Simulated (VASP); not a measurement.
# AlN (P6_3mc) in VASP: settings compared

Aim: see how the results for AlN move with the level of theory and the settings. Levels: PBEsol, PBEsol+D3(BJ). Tasks: single point, relaxation of cell and atoms.

All numbers are computed with VASP 6.6.1; they aren't measurements. Logs are shortened: lines on timing, memory, paths and dates and some standing lists are left out, and cuts for length are marked.

**Experimental background.**

From “Self-assembly of well-separated AlN nanowires directly on sputtered metallic TiN films”, 2019, arxiv:1910.07391, for a bulk crystal of AlN at 10 K: band gap 6.034 eV (an exciton energy, a little under the gap).

The results are compared with them further down.

## 1. The cell of the first run

Symmetry: P6_3mc, No. 186, hexagonal system. Conventional cell: a = 3.114 Å, b = 3.114 Å, c = 4.983 Å, α = 90.00°, β = 90.00°, γ = 120.00°. Within 2.5 Å of Al (site symmetry 3m) lie 4 N at 1.89 to 1.90 Å. Within 2.5 Å of N (site symmetry 3m) lie 4 Al at 1.89 to 1.90 Å.

## 2. Single point, PBEsol

INCAR

```
SYSTEM = AlN
PREC = Accurate
ENCUT = 520
EDIFF = 1E-6
ISMEAR = -1
SIGMA = 0.05
LREAL = .False.
LASPH = .True.
NELM = 100
ALGO = Normal
ISIF = 2
LWAVE = .False.
LCHARG = .False.
GGA = PS
NBANDS = 16
```

KPOINTS

```
regular mesh
0
Gamma
  10 10 6
  0 0 0
```

POSCAR

```
AlN
1.0
    3.1137912820      0.0000000000      0.0000000000
   -1.5568956410      2.6966223523      0.0000000000
    0.0000000000      0.0000000000      4.9834287692
Al N
2 2
Direct
    0.6666666667      0.3333333333      0.4990046824
    0.3333333333      0.6666666667     -0.0009953176
    0.6666666667      0.3333333333      0.8809953176
    0.3333333333      0.6666666667      0.3809953176
```

Potentials or basis: VASP PAW PBE potentials, release 64 (Al, N).

Run with:

```
$ cat potpaw_PBE.64/Al/POTCAR potpaw_PBE.64/N/POTCAR > POTCAR
$ mpirun -np 1 vasp_std > vasp.out
```

OUTCAR:

```text
SYSTEM = AlN
   PREC = Accurate
   ENCUT = 520
   EDIFF = 1E-6
   ISMEAR = -1
   LREAL = .False.
   LASPH = .True.
   NELM = 100
   ISIF = 2
   GGA = PS

 ion  position               nearest neighbor table
   1  0.667  0.333  0.499-   4 1.89   4 1.89   4 1.89   3 1.90   2 3.07   2 3.07   2 3.07   2 3.07
                             2 3.07   2 3.07
   2  0.333  0.667  0.999-   3 1.89   3 1.89   3 1.89   4 1.90   1 3.07   1 3.07   1 3.07   1 3.07
                             1 3.07   1 3.07
   3  0.667  0.333  0.881-   2 1.89   2 1.89   2 1.89   1 1.90
   4  0.333  0.667  0.381-   1 1.89   1 1.89   1 1.89   2 1.90

  LATTYP: Found a hexagonal cell.
 ALAT       =     3.1137912820
 C/A-ratio  =     1.6004376395

  Lattice vectors:

 A1 = (   3.1137912820,   0.0000000000,   0.0000000000)
 A2 = (  -1.5568956410,   2.6966223523,   0.0000000000)
 A3 = (   0.0000000000,   0.0000000000,   4.9834287692)

Analysis of symmetry for initial positions (statically):
=====================================================================
 Subroutine PRICEL returns:
 Original cell was already a primitive cell.

 Routine SETGRP: Setting up the symmetry group for a
 hexagonal supercell.

 Subroutine GETGRP returns: Found 12 space group operations
 (whereof  6 operations were pure point group operations)
 out of a pool of 24 trial point group operations.

The static configuration has the point symmetry C_3v.
 The point group associated with its full space group is C_6v.

Analysis of symmetry for dynamics (positions and initial velocities):
=====================================================================
 Subroutine PRICEL returns:
 Original cell was already a primitive cell.

 Routine SETGRP: Setting up the symmetry group for a
 hexagonal supercell.

 Subroutine GETGRP returns: Found 12 space group operations
 (whereof  6 operations were pure point group operations)
 out of a pool of 24 trial point group operations.

The dynamic configuration has the point symmetry C_3v.
 The point group associated with its full space group is C_6v.

 Subroutine INISYM returns: Found 12 space group operations
 (whereof  6 operations are pure point group operations),
 and found     1 'primitive' translations

----------------------------------------------------------------------------------------

                                     Primitive cell

  volume of cell :      41.8445

  direct lattice vectors                    reciprocal lattice vectors
     3.113791282  0.000000000  0.000000000     0.321151904  0.185417138  0.000000000
    -1.556895641  2.696622352  0.000000000     0.000000000  0.370834277  0.000000000
     0.000000000  0.000000000  4.983428769     0.000000000  0.000000000  0.200665053

  length of vectors
     3.113791282  3.113791282  4.983428769     0.370834277  0.370834277  0.200665053

  position of ions in fractional coordinates (direct lattice)
     0.666666667  0.333333333  0.499004682
     0.333333333  0.666666667  0.999004682
     0.666666667  0.333333333  0.880995318
     0.333333333  0.666666667  0.380995318

  ion indices of the primitive-cell ions
   primitive index   ion index
                 1           1
                 2           2
                 3           3
                 4           4

----------------------------------------------------------------------------------------

 KPOINTS: regular mesh

Automatic generation of k-mesh.
 Grid dimensions read from file:
 generate k-points for:   10   10    6

 Generating k-lattice:

  Cartesian coordinates                     Fractional coordinates (reciprocal lattice)
     0.032115190  0.018541714  0.000000000     0.100000000  0.000000000  0.000000000
     0.000000000  0.037083428  0.000000000     0.000000000  0.100000000  0.000000000
     0.000000000  0.000000000  0.033444176     0.000000000  0.000000000  0.166666667

  Length of vectors
     0.037083428  0.037083428  0.033444176

  Shift w.r.t. Gamma in fractional coordinates (k-lattice)
     0.000000000  0.000000000  0.000000000

 Subroutine IBZKPT returns following result:
 ===========================================

 Found     56 irreducible k-points:

 Following reciprocal coordinates:
            Coordinates               Weight
  0.000000  0.000000  0.000000      1.000000
  0.100000 -0.000000  0.000000      6.000000
  0.200000 -0.000000  0.000000      6.000000
  0.300000 -0.000000  0.000000      6.000000
  0.400000 -0.000000  0.000000      6.000000
  0.500000  0.000000  0.000000      3.000000
[... 16 lines left out ...]
  0.300000  0.100000  0.166667     24.000000
  0.400000  0.100000  0.166667     24.000000
 [... further k-points ...]
   k-points           NKPTS =     56   k-points in BZ     NKDIM =     56   number of bands    NBANDS=     16
   number of dos      NEDOS =    301   number of ions     NIONS =      4
   total plane-waves  NPLWV =  23040
   dimension x,y,z NGX =    24 NGY =   24 NGZ =   40
   dimension x,y,z NGXF=    48 NGYF=   48 NGZF=   80
   ions per type =               2   2
   NGX,Y,Z   is equivalent  to a cutoff of  12.81, 12.81, 13.34 a.u.
   NGXF,Y,Z  is equivalent  to a cutoff of  25.63, 25.63, 26.69 a.u.
 SYSTEM =  AlN
   PREC   = accura    normal or accurate (medium, high low for compatibility)
   ISTART =      0    job   : 0-new  1-cont  2-samecut
   ICHARG =      2    charge: 1-file 2-atom 10-const
   ISPIN  =      1    spin polarized calculation?
   LNONCOLLINEAR =      F non collinear calculations
   LSORBIT =      F    spin-orbit coupling
   LASPH  =      T    aspherical Exc in radial PAW
   ENCUT  =  520.0 eV  38.22 Ry    6.18 a.u.   5.79  5.79  9.27*2*pi/ulx,y,z
   NELM   =    100;   NELMIN=  2; NELMDL= -5     # of ELM steps
   EDIFF  = 0.1E-05   stopping-criterion for ELM
   LREAL  =      F    real-space projection
   EDIFFG = 0.1E-04   stopping-criterion for IOM
   NSW    =      0    number of steps for IOM
   IBRION =     -1    ionic relax: 0-MD 1-quasi-New 2-CG
   NFREE  =      0    steps in history (QN), initial steepest desc. (CG)
   ISIF   =      2    stress and relaxation
   ISYM   =      2    0-nonsym 1-usesym 2-fastsym
   POTIM  = 0.5000    time-step for ionic-motion
   TEBEG  =    0.0;   TEEND  =   0.0 temperature during run
   PSTRESS=    0.0 pullay stress
   NELECT =      16.0000    total number of electrons
   NUPDOWN=      -1.0000    fix difference up-down
   EMIN   =  10.00;   EMAX   =-10.00  energy-range for DOS
   EFERMI =   0.00;   METHOD = LEGACY
   ISMEAR =    -1;   SIGMA  =   0.05  broadening in eV -4-tet -1-fermi 0-gaus
   EFERMI_NEDOS =   21; number of points for ismear=-14 and -15
   IALGO  =     38    algorithm
   IMIX   =      4    mixing-type and parameters
     AMIX     =   0.40;   BMIX     =  1.00
     AMIX_MAG =   1.60;   BMIX_MAG =  1.00
  volume/ion in A,a.u.               =      10.46        70.60
  Fermi-wavevector in a.u.,A,eV,Ry     =   1.188235  2.245438 19.210086  1.411901
  Thomas-Fermi vector in A             =   2.324369
   LORBIT       =      0    0 simple, 1 ext, 2 COOP (PROOUT), +10 PAW based schemes
   GGA     = PS    functional components
   LHFCALC =     F    Hartree Fock is set to
   AEXX    =    0.0000 exact exchange contribution
   IVDW    =     0    specifies the selected vdW correction
   LEPSILON=     F    determine dielectric tensor
   LRPA    =     F    only Hartree local field effects (RPA)
 non-spin polarized calculation
  energy-cutoff  :      520.00
  volume of cell :       41.84
 maximum number of plane-waves:      1142
 NGX is ok and might be reduce to    24
   NGX = 11   NGY = 11   NGZ = 19

 number of electron      15.9999997 magnetization

 Free energy of the ion-electron system (eV)
  ---------------------------------------------------
  ext. energy  EPLUGINS =         0.00000000
  ---------------------------------------------------
  free energy    TOTEN  =       -31.31242177 eV

  energy without entropy =      -31.31242177  energy(sigma->0) =      -31.31242177

 E-fermi :   7.0057     XC(G=0): -11.0996

 val. band max:        6.0515429314   @ k =   0.0000   0.0000   0.0000
 cond. band min:      10.1623334090   @ k =   0.0000   0.0000   0.0000
 fundamental gap:      4.1107904777
 Fermi energy:         7.0057022029

 k-point     1 :       0.0000    0.0000    0.0000
  band No.  band energies     occupation
      1      -9.1105      2.00000
      2      -6.9305      2.00000
      3       0.0010      2.00000
      4       5.1730      2.00000
      5       5.1730      2.00000
      6       5.8273      2.00000
[... 8 lines left out ...]
     15      19.0706      0.00000
     16      19.0706      0.00000

 k-point     2 :       0.1000   -0.0000    0.0000
  band No.  band energies     occupation
      1      -8.9822      2.00000
      2      -6.8580      2.00000
      3       0.1532      2.00000
      4       4.5860      2.00000
      5       5.0077      2.00000
      6       5.2543      2.00000
[... 8 lines left out ...]
     15      19.0150      0.00000
     16      19.1213      0.00000

 k-point     3 :       0.2000   -0.0000    0.0000
  band No.  band energies     occupation
      1      -8.6134      2.00000
      2      -6.6688      2.00000
      3       0.5985      2.00000
      4       3.2664      2.00000
      5       4.1415      2.00000
      6       4.6494      2.00000
[... 8 lines left out ...]
     15      18.1880      0.00000
     16      18.6372      0.00000

 k-point     4 :       0.3000   -0.0000    0.0000
  band No.  band energies     occupation
      1      -8.0608      2.00000
      2      -6.4550      2.00000
      3       1.2949      2.00000
      4       1.8992      2.00000
      5       3.0221      2.00000
      6       4.2850      2.00000
[... 8 lines left out ...]
     15      18.0096      0.00000
     16      19.8773      0.00000
[... 324 lines left out ...]
 k-point    22 :       0.2000    0.1000    0.1667
  band No.  band energies     occupation
      1      -8.1768      2.00000
      2      -6.6737      2.00000
      3       1.1423      2.00000
      4       2.7126      2.00000
      5       3.1781      2.00000
      6       4.3750      2.00000
[... 8 lines left out ...]
     15      18.3451      0.00000
     16      19.6395      0.00000

 k-point    23 :       0.3000    0.1000    0.1667
  band No.  band energies     occupation
      1      -7.6015      2.00000
      2      -6.4651      2.00000
      3       1.0988      2.00000
      4       1.9539      2.00000
      5       2.7100      2.00000
      6       3.8976      2.00000
[... 8 lines left out ...]
     15      18.3111      0.00000
     16      20.3418      0.00000

 k-point    24 :       0.4000    0.1000    0.1667
  band No.  band energies     occupation
      1      -7.0990      2.00000
      2      -6.4256      2.00000
      3       0.5880      2.00000
      4       1.6129      2.00000
      5       2.9509      2.00000
      6       3.7319      2.00000
[... 8 lines left out ...]
     15      18.5283      0.00000
     16      20.8299      0.00000

 [... further k-points ...]

------------------------ aborting loop because EDIFF is reached ----------------------------------------

  FORCE on cell =-STRESS in cart. coord.  units (eV):
  Direction    XX          YY          ZZ          XY          YZ          ZX
  --------------------------------------------------------------------------------------
  -------------------------------------------------------------------------------------
  Total       -0.0165559     -0.0165559     -0.0122705      0.0000000     -0.0000000     -0.0000000
  in kB       -0.6339070     -0.6339070     -0.4698231      0.0000000     -0.0000000     -0.0000000
  external PRESSURE =      -0.5792124 kB  Pullay stress =       0.0000000 kB

 VOLUME and BASIS-vectors are now :
 -----------------------------------------------------------------------------
  energy-cutoff  :      520.00
  volume of cell :       41.84
      direct lattice vectors                 reciprocal lattice vectors
     3.113791282  0.000000000  0.000000000     0.321151904  0.185417138  0.000000000
    -1.556895641  2.696622352  0.000000000     0.000000000  0.370834277  0.000000000
     0.000000000  0.000000000  4.983428769     0.000000000  0.000000000  0.200665053

 POSITION                                       TOTAL-FORCE (eV/Angst)
 -----------------------------------------------------------------------------------
      1.55690      0.89887      2.48675         0.000000     -0.000000     -0.000294
     -0.00000      1.79775      4.97847         0.000000      0.000000     -0.000294
      1.55690      0.89887      4.39038         0.000000      0.000000      0.000294
     -0.00000      1.79775      1.89866        -0.000000     -0.000000      0.000294
 -----------------------------------------------------------------------------------
    total drift:                               -0.000000      0.000000      0.000569

  FREE ENERGIE OF THE ION-ELECTRON SYSTEM (eV)
  ---------------------------------------------------
  free  energy   TOTEN  =       -31.3124217662 eV

  energy  without entropy=      -31.3124217662  energy(sigma->0) =      -31.31242177
```

Run time: 26 s. Hardware: 1 thread of Intel Xeon Platinum 8488C (Sapphire Rapids), shared host; peak memory 0.17 GiB.

What came out:

* Free energy: -31.3124 eV
* Pressure: -0.1 GPa
* Band gap on the k mesh: 4.11 eV, direct

Caveat: the PAW data sets were made with another functional, which shifts forces and pressure a little.

[end of part 1 of 2]
